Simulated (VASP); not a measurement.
Wanted: the native input for a VASP 6.6.1 run.

- Task: single point
- Functional: PBE
- Potentials or basis: VASP PAW PBE potentials, release 64 (Ga_d, As)
- Cutoff: 520 eV
- k mesh: 8 × 8 × 8
- Occupations: fermi-dirac, width 0.02 eV
- Spin: no spin polarisation
- Dipole correction: no
- Further INCAR settings: ALGO = Normal; EDIFF = 1e-07; NBANDS = 16

The structure of GaAs lies in POSCAR:

```
GaAs
1.0
    0.0000000000      2.7764233935      2.7764233935
    2.7764233935      0.0000000000      2.7764233935
    2.7764233935      2.7764233935      0.0000000000
Ga As
1 1
Direct
    0.0000000000      0.0000000000      0.0000000000
    0.2500000000      0.2500000000      0.2500000000
```

This cell differs from its parent crystal: strain -2.0%.

The input as run:

INCAR

```
  ALGO = Normal
  EDIFF = 1E-7
  ENCUT = 520
  GGA = PE
  ISIF = 2
  ISMEAR = -1
  LASPH = True
  LCHARG = True
  LELF = True
  LREAL = False
  LVHAR = True
  LWAVE = False
  NBANDS = 16
  NELM = 80
  PREC = Accurate
  SIGMA = 0.02
```

KPOINTS

```
k-points
0
Gamma
  8 8 8
```

Potentials or basis: VASP PAW PBE potentials, release 64 (Ga_d, As).

Launch:

```console
$ cat potpaw_PBE.64/Ga_d/POTCAR potpaw_PBE.64/As/POTCAR > POTCAR
$ mpirun -np 1 vasp_std > vasp.out
```

It gave:

```yaml
Pressure: 8.1 GPa
Band_gap_on_the_k_mesh: 0.94 eV
```

Caveat: the cell differs from its parent crystal (strain -2.0%); the cell stands under pressure.

Run time: 39 s on 1 thread of Intel(R) Xeon(R) Platinum 8175M CPU @ 2.50GHz (Skylake/Cascade Lake), on a shared host, peak memory 0.17 GiB.
